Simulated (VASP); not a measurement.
# Be (P1) in VASP: further runs

Runs on Be. Level: PBE. Tasks: single point.

Everything below comes from runs of VASP 6.6.1. Logs are shortened: lines on timing, memory, paths and dates and some standing lists are left out, and cuts for length are marked.

## Step 1: The cell of the first run

The typed cell holds 8 atoms: a = 4.336 Å, b = 3.755 Å, c = 3.416 Å, α = 90.00°, β = 90.00°, γ = 90.00°.

## Step 2: Single point, PBE

Contents of INCAR:

```
SYSTEM = Be
PREC = Accurate
ENCUT = 520
EDIFF = 1E-6
ISMEAR = 1
SIGMA = 0.05
LREAL = .False.
LASPH = .True.
NELM = 120
ALGO = Normal
ISIF = 2
LWAVE = .False.
LCHARG = .False.
GGA = PE
NBANDS = 18
GGA_COMPAT = .False.
```

Contents of KPOINTS:

```
Automatic mesh
0
Gamma
  2 2 2
  0 0 0
```

Contents of POSCAR:

```
Be
1.0
    4.3360000000      0.0000000000      0.0000000000
    0.0000000000      3.7550000000      0.0000000000
    0.0000000000      0.0000000000      3.4160000000
Be
8
Direct
    0.4065618081      0.6777856192      0.7880945550
    0.0818641605      0.2905893475      0.7658410422
    0.1667154059      0.8179379494      0.2378940281
    0.3315059963      0.2116713715      0.2243425059
    0.9283143450      0.6698929427      0.7844836066
    0.5747476937      0.2465126498      0.7812915691
    0.6686363007      0.8535563249      0.2126302693
    0.8416542897      0.2320537949      0.2054227166
```

Potentials or basis: VASP PAW PBE potentials, release 64 (Be).

Launch:

```bash
$ cat potpaw_PBE.64/Be/POTCAR > POTCAR
$ mpirun -np 1 vasp_std > vasp.out
```

OUTCAR:

```text
SYSTEM = Be
   PREC = Accurate
   ENCUT = 520
   EDIFF = 1E-6
   ISMEAR = 1
   LREAL = .False.
   LASPH = .True.
   NELM = 120
   ISIF = 2
   GGA = PE

 ion  position               nearest neighbor table
   1  0.407  0.678  0.788-   6 1.78   3 1.93   7 1.96   2 2.03   5 2.07   3 2.21   6 2.26   5 2.26
                             4 2.32   7 2.36
   2  0.082  0.291  0.766-   5 1.57   8 1.84   4 1.93   1 2.03   6 2.14   4 2.16   8 2.19   6 2.21

   3  0.167  0.818  0.238-   4 1.64   1 1.93   5 1.94   8 2.10   7 2.17   7 2.18   5 2.21   1 2.21
                             4 2.39
   4  0.332  0.212  0.224-   3 1.64   6 1.85   2 1.93   7 1.99   8 2.13   2 2.16   6 2.18   8 2.21
                             1 2.32   3 2.39
   5  0.928  0.670  0.784-   2 1.57   3 1.94   7 1.97   1 2.07   3 2.21   6 2.21   8 2.22   1 2.26
                             7 2.36
   6  0.575  0.247  0.781-   1 1.78   4 1.85   8 1.86   7 2.12   2 2.14   4 2.18   2 2.21   5 2.21
                             1 2.26   8 2.28
   7  0.669  0.854  0.213-   8 1.61   1 1.96   5 1.97   4 1.99   6 2.12   3 2.17   3 2.18   5 2.36
                             1 2.36
   8  0.842  0.232  0.205-   7 1.61   2 1.84   6 1.86   3 2.10   4 2.13   2 2.19   4 2.21   5 2.22
                             6 2.28

  LATTYP: Found a simple orthorhombic cell.
 ALAT       =     3.4160000000
 B/A-ratio  =     1.0992388759
 C/A-ratio  =     1.2693208431

  Lattice vectors:

 A1 = (   0.0000000000,   0.0000000000,  -3.4160000000)
 A2 = (   0.0000000000,   3.7550000000,   0.0000000000)
 A3 = (   4.3360000000,   0.0000000000,   0.0000000000)

Analysis of symmetry for initial positions (statically):
=====================================================================
 Subroutine PRICEL returns:
 Original cell was already a primitive cell.

 Routine SETGRP: Setting up the symmetry group for a
 simple orthorhombic supercell.

 Subroutine GETGRP returns: Found  1 space group operations
 (whereof  1 operations were pure point group operations)
 out of a pool of  8 trial point group operations.

The static configuration has the point symmetry C_1 .

Analysis of symmetry for dynamics (positions and initial velocities):
=====================================================================
 Subroutine PRICEL returns:
 Original cell was already a primitive cell.

 Routine SETGRP: Setting up the symmetry group for a
 simple orthorhombic supercell.

 Subroutine GETGRP returns: Found  1 space group operations
 (whereof  1 operations were pure point group operations)
 out of a pool of  8 trial point group operations.

The dynamic configuration has the point symmetry C_1 .

 Subroutine INISYM returns: Found  1 space group operations
 (whereof  1 operations are pure point group operations),
 and found     1 'primitive' translations

----------------------------------------------------------------------------------------

                                     Primitive cell

  volume of cell :      55.6182

  direct lattice vectors                    reciprocal lattice vectors
     4.336000000  0.000000000  0.000000000     0.230627306  0.000000000  0.000000000
     0.000000000  3.755000000  0.000000000     0.000000000  0.266311585  0.000000000
     0.000000000  0.000000000  3.416000000     0.000000000  0.000000000  0.292740047

  length of vectors
     4.336000000  3.755000000  3.416000000     0.230627306  0.266311585  0.292740047

  position of ions in fractional coordinates (direct lattice)
     0.406561808  0.677785619  0.788094555
     0.081864160  0.290589348  0.765841042
     0.166715406  0.817937949  0.237894028
     0.331505996  0.211671372  0.224342506
     0.928314345  0.669892943  0.784483607
     0.574747694  0.246512650  0.781291569
     0.668636301  0.853556325  0.212630269
     0.841654290  0.232053795  0.205422717

  ion indices of the primitive-cell ions
   primitive index   ion index
                 1           1
                 2           2
                 3           3
                 4           4
                 5           5
                 6           6
                 7           7
                 8           8

----------------------------------------------------------------------------------------

 KPOINTS: Automatic mesh

Automatic generation of k-mesh.
 Grid dimensions read from file:
 generate k-points for:    2    2    2

 Generating k-lattice:

  Cartesian coordinates                     Fractional coordinates (reciprocal lattice)
     0.115313653  0.000000000  0.000000000     0.500000000  0.000000000  0.000000000
     0.000000000  0.133155792  0.000000000     0.000000000  0.500000000  0.000000000
     0.000000000  0.000000000  0.146370023     0.000000000  0.000000000  0.500000000

  Length of vectors
     0.115313653  0.133155792  0.146370023

  Shift w.r.t. Gamma in fractional coordinates (k-lattice)
     0.000000000  0.000000000  0.000000000

 Subroutine IBZKPT returns following result:
 ===========================================

 Found      8 irreducible k-points:

 Following reciprocal coordinates:
            Coordinates               Weight
  0.000000  0.000000  0.000000      1.000000
  0.500000  0.000000  0.000000      1.000000
  0.000000  0.500000  0.000000      1.000000
  0.500000  0.500000  0.000000      1.000000
  0.000000  0.000000  0.500000      1.000000
  0.500000  0.000000  0.500000      1.000000
  0.000000  0.500000  0.500000      1.000000
  0.500000  0.500000  0.500000      1.000000
   k-points           NKPTS =      8   k-points in BZ     NKDIM =      8   number of bands    NBANDS=     18
   number of dos      NEDOS =    301   number of ions     NIONS =      8
   total plane-waves  NPLWV =  25088
   dimension x,y,z NGX =    32 NGY =   28 NGZ =   28
   dimension x,y,z NGXF=    64 NGYF=   56 NGZF=   56
   ions per type =               8
   NGX,Y,Z   is equivalent  to a cutoff of  12.27, 12.40, 13.63 a.u.
   NGXF,Y,Z  is equivalent  to a cutoff of  24.54, 24.79, 27.25 a.u.
 SYSTEM =  Be
   PREC   = accura    normal or accurate (medium, high low for compatibility)
   ISTART =      0    job   : 0-new  1-cont  2-samecut
   ICHARG =      2    charge: 1-file 2-atom 10-const
   ISPIN  =      1    spin polarized calculation?
   LNONCOLLINEAR =      F non collinear calculations
   LSORBIT =      F    spin-orbit coupling
   LASPH  =      T    aspherical Exc in radial PAW
   ENCUT  =  520.0 eV  38.22 Ry    6.18 a.u.   8.06  6.98  6.35*2*pi/ulx,y,z
   NELM   =    120;   NELMIN=  2; NELMDL= -5     # of ELM steps
   EDIFF  = 0.1E-05   stopping-criterion for ELM
   LREAL  =      F    real-space projection
   EDIFFG = 0.1E-04   stopping-criterion for IOM
   NSW    =      0    number of steps for IOM
   IBRION =     -1    ionic relax: 0-MD 1-quasi-New 2-CG
   NFREE  =      0    steps in history (QN), initial steepest desc. (CG)
   ISIF   =      2    stress and relaxation
   ISYM   =      2    0-nonsym 1-usesym 2-fastsym
   POTIM  = 0.5000    time-step for ionic-motion
   TEBEG  =    0.0;   TEEND  =   0.0 temperature during run
   PSTRESS=    0.0 pullay stress
   NELECT =      16.0000    total number of electrons
   NUPDOWN=      -1.0000    fix difference up-down
   EMIN   =  10.00;   EMAX   =-10.00  energy-range for DOS
   EFERMI =   0.00;   METHOD = LEGACY
   ISMEAR =     1;   SIGMA  =   0.05  broadening in eV -4-tet -1-fermi 0-gaus
   EFERMI_NEDOS =   21; number of points for ismear=-14 and -15
   IALGO  =     38    algorithm
   IMIX   =      4    mixing-type and parameters
     AMIX     =   0.40;   BMIX     =  1.00
     AMIX_MAG =   1.60;   BMIX_MAG =  1.00
  volume/ion in A,a.u.               =       6.95        46.92
  Fermi-wavevector in a.u.,A,eV,Ry     =   1.080710  2.042246 15.890705  1.167934
  Thomas-Fermi vector in A             =   2.216708
   LORBIT       =      0    0 simple, 1 ext, 2 COOP (PROOUT), +10 PAW based schemes
   GGA     = PE    functional components
   LHFCALC =     F    Hartree Fock is set to
   AEXX    =    0.0000 exact exchange contribution
   IVDW    =     0    specifies the selected vdW correction
   LEPSILON=     F    determine dielectric tensor
   LRPA    =     F    only Hartree local field effects (RPA)
 non-spin polarized calculation
 Methfessel and Paxton  Order N= 1 SIGMA  =   0.05
  energy-cutoff  :      520.00
  volume of cell :       55.62
 maximum number of plane-waves:      1513
   NGX = 17   NGY = 13   NGZ = 13

 number of electron      16.0000000 magnetization

 Free energy of the ion-electron system (eV)
  ---------------------------------------------------
  ext. energy  EPLUGINS =         0.00000000
  ---------------------------------------------------
  free energy    TOTEN  =       -21.80981679 eV

  energy without entropy =      -21.81060784  energy(sigma->0) =      -21.81008047

 E-fermi :   7.7882     XC(G=0): -10.9601

 val. band max:        7.7522434235   @ k =   0.5000   0.0000   0.5000
 cond. band min:       8.0160206975   @ k =   0.0000   0.0000   0.5000
 fundamental gap:      0.2637772740
 Fermi energy:         7.7882381325

 k-point     1 :       0.0000    0.0000    0.0000
  band No.  band energies     occupation
      1      -3.9053      2.00000
      2       1.5085      2.00000
      3       1.5982      2.00000
      4       2.0583      2.00000
      5       3.2134      2.00000
      6       6.1292      2.00000
[... 10 lines left out ...]
     17      17.4397      0.00000
     18      17.8180      0.00000

 k-point     2 :       0.5000    0.0000    0.0000
  band No.  band energies     occupation
      1      -2.5803      2.00000
      2      -2.5091      2.00000
      3       3.5202      2.00000
      4       3.8224      2.00000
      5       4.9766      2.00000
      6       5.2934      2.00000
[... 10 lines left out ...]
     17      17.2398      0.00000
     18      17.9458      0.00000

 k-point     3 :       0.0000    0.5000    0.0000
  band No.  band energies     occupation
      1      -2.1803      2.00000
      2      -1.9317      2.00000
      3       2.7833      2.00000
      4       2.8983      2.00000
      5       3.8430      2.00000
      6       3.9974      2.00000
[... 10 lines left out ...]
     17      16.0391      0.00000
     18      16.3196      0.00000

 k-point     4 :       0.5000    0.5000    0.0000
  band No.  band energies     occupation
      1      -0.8804      2.00000
      2      -0.7908      2.00000
      3      -0.5631      2.00000
      4      -0.4721      2.00000
      5       7.0665      2.00000
      6       7.1206      2.00000
[... 10 lines left out ...]
     17      16.3661      0.00000
     18      16.6304      0.00000

 k-point     5 :       0.0000    0.0000    0.5000
  band No.  band energies     occupation
      1      -2.0011      2.00000
      2      -1.2921      2.00000
      3       2.4201      2.00000
      4       2.5862      2.00000
      5       4.0287      2.00000
      6       4.9217      2.00000
[... 10 lines left out ...]
     17      18.0938      0.00000
     18      18.1722      0.00000

 k-point     6 :       0.5000    0.0000    0.5000
  band No.  band energies     occupation
      1      -0.7668      2.00000
      2      -0.6464      2.00000
      3       0.0938      2.00000
      4       0.1506      2.00000
      5       5.6866      2.00000
      6       5.7563      2.00000
[... 10 lines left out ...]
     17      19.1454      0.00000
     18      19.3012      0.00000

 k-point     7 :       0.0000    0.5000    0.5000
  band No.  band energies     occupation
      1      -0.3614      2.00000
      2       0.0183      2.00000
      3       0.6248      2.00000
      4       1.0034      2.00000
      5       3.3554      2.00000
      6       3.5327      2.00000
[... 10 lines left out ...]
     17      19.8480      0.00000
     18      19.8877      0.00000

 k-point     8 :       0.5000    0.5000    0.5000
  band No.  band energies     occupation
      1       0.8416      2.00000
      2       0.9604      2.00000
      3       1.2956      2.00000
      4       1.4299      2.00000
      5       1.8651      2.00000
      6       1.9109      2.00000
[... 10 lines left out ...]
     17      16.9861      0.00000
     18      17.1698      0.00000

------------------------ aborting loop because EDIFF is reached ----------------------------------------

  FORCE on cell =-STRESS in cart. coord.  units (eV):
  Direction    XX          YY          ZZ          XY          YZ          ZX
  --------------------------------------------------------------------------------------
  -------------------------------------------------------------------------------------
  Total        7.3167866     31.9930571     10.8594126      0.9477238      2.4554361     -0.9121349
  in kB      210.7724739    921.6143896    312.8238385     27.3007955     70.7330116    -26.2755975
  external PRESSURE =     481.7369007 kB  Pullay stress =       0.0000000 kB

 VOLUME and BASIS-vectors are now :
 -----------------------------------------------------------------------------
  energy-cutoff  :      520.00
  volume of cell :       55.62
      direct lattice vectors                 reciprocal lattice vectors
     4.336000000  0.000000000  0.000000000     0.230627306  0.000000000  0.000000000
     0.000000000  3.755000000  0.000000000     0.000000000  0.266311585  0.000000000
     0.000000000  0.000000000  3.416000000     0.000000000  0.000000000  0.292740047

 POSITION                                       TOTAL-FORCE (eV/Angst)
 -----------------------------------------------------------------------------------
      1.76285      2.54509      2.69213        -1.780096      1.614865     -1.534769
      0.35496      1.09116      2.61611         3.345942     -5.281501     -3.088827
      0.72288      3.07136      0.81265        -2.621462     -3.583884      2.098809
      1.43741      0.79483      0.76635         2.251684      4.779864      2.333145
      4.02517      2.51545      2.67980        -3.296383      4.246484     -1.092853
      2.49211      0.92565      2.66889         2.201405     -3.284515     -3.121105
      2.89921      3.20510      0.72634        -2.793572     -3.631388      1.712163
      3.64941      0.87136      0.70172         2.692482      5.140076      2.693437
 -----------------------------------------------------------------------------------
    total drift:                               -0.000069     -0.000117      0.000005

  FREE ENERGIE OF THE ION-ELECTRON SYSTEM (eV)
  ---------------------------------------------------
  free  energy   TOTEN  =       -21.8098167926 eV

  energy  without entropy=      -21.8106078352  energy(sigma->0) =      -21.81008047
```

Run time: 4.9 s. Hardware: 1 thread of Intel Xeon Platinum 8488C (Sapphire Rapids), shared host; peak memory 0.15 GiB.

Results:

```yaml
Free_energy: -21.8098 eV
Pressure: 48.2 GPa
Largest_force: 6.974 eV/Å
Band_gap_on_the_k_mesh: zero (bands 8 and 9 overlap by 0.43 eV)
```

Forces on the atoms (eV/Å):
```
Be  -1.780  1.615 -1.535
Be   3.346 -5.282 -3.089
Be  -2.621 -3.584  2.099
Be   2.252  4.780  2.333
Be  -3.296  4.246 -1.093
Be   2.201 -3.285 -3.121
Be  -2.794 -3.631  1.712
Be   2.692  5.140  2.693
```

Levels at points of the mesh, in eV from the Fermi level:
```csv
k point,band 4,band 5,band 6,band 7,band 8,band 9,band 10,band 11,band 12,band 13
"(0.00, 0.00, 0.00)",-5.73,-4.57,-1.66,-0.57,-0.55,1.56,2.95,3.19,3.43,3.69
"(0.50, 0.00, 0.00)",-3.97,-2.81,-2.49,-1.18,-0.81,0.45,0.56,2.65,3.00,5.41
"(0.00, 0.50, 0.00)",-4.89,-3.95,-3.79,-2.50,-1.61,1.68,2.62,4.78,4.81,6.10
"(0.50, 0.50, 0.00)",-8.26,-0.72,-0.67,-0.07,0.39,0.91,1.03,1.22,1.58,6.01
"(0.00, 0.00, 0.50)",-5.20,-3.76,-2.87,-2.73,-2.14,0.23,0.76,2.61,2.92,5.56
"(0.50, 0.00, 0.50)",-7.64,-2.10,-2.03,-0.99,-0.58,-0.04,0.30,0.58,1.18,6.35
"(0.00, 0.50, 0.50)",-6.78,-4.43,-4.26,-3.65,-3.60,1.99,2.04,2.52,2.75,5.67
"(0.50, 0.50, 0.50)",-6.36,-5.92,-5.88,-5.53,-5.31,4.87,5.29,5.62,5.82,7.63
```

Caveat: the k points lie up to 0.92 Å⁻¹ apart; forces of over 1 eV/Å act on the atoms, so gaps and moduli don't describe the material at rest.

(Part 1 of 2 ends here.)
